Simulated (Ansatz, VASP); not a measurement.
# Rb in VASP and in Ansatz

```
Rb
1.0
     2.93516    1.69461    7.02842
    -2.93516    1.69461    7.02842
     0.00000   -3.38923    7.02842
Rb
2
Cartesian
  0.0000 0.0000 1.2166
  0.0000 0.0000 19.8686
```

Alike in both runs: task single point; functional PBE; k mesh 6 × 6 × 6; occupations gaussian, width 0.1 eV; no spin polarisation.

|  | VASP | Ansatz |
| --- | --- | --- |
| version | VASP 6.6.1 | Ansatz 0.2.0 |
| potentials or method | VASP PAW PBE potentials, release 64 (Rb_sv), cutoff 520 eV | scalar-relativistic, plane waves, PAW |
| valence electrons in the cell | 18 | 18 |

Ansatz gave:

```
gap on the k mesh at the Fermi level (eV)                     : none
pressure (GPa)                                                : 3.3
traceless stress, the component that is largest in VASP (GPa) : 8.30
rms of the force components (eV/Å)                            : 3.761
```

Question: What did VASP give for the same quantities?

Answer: gap on the k mesh at the Fermi level (eV): none; pressure (GPa): 3.4; traceless stress, the component that is largest in VASP (GPa): 8.53; rms of the force components (eV/Å): 3.867.

Atom by atom the forces differ by 0.105 eV/Å (rms over components). A gap of «none» marks a metal or a gap that the smearing closes.
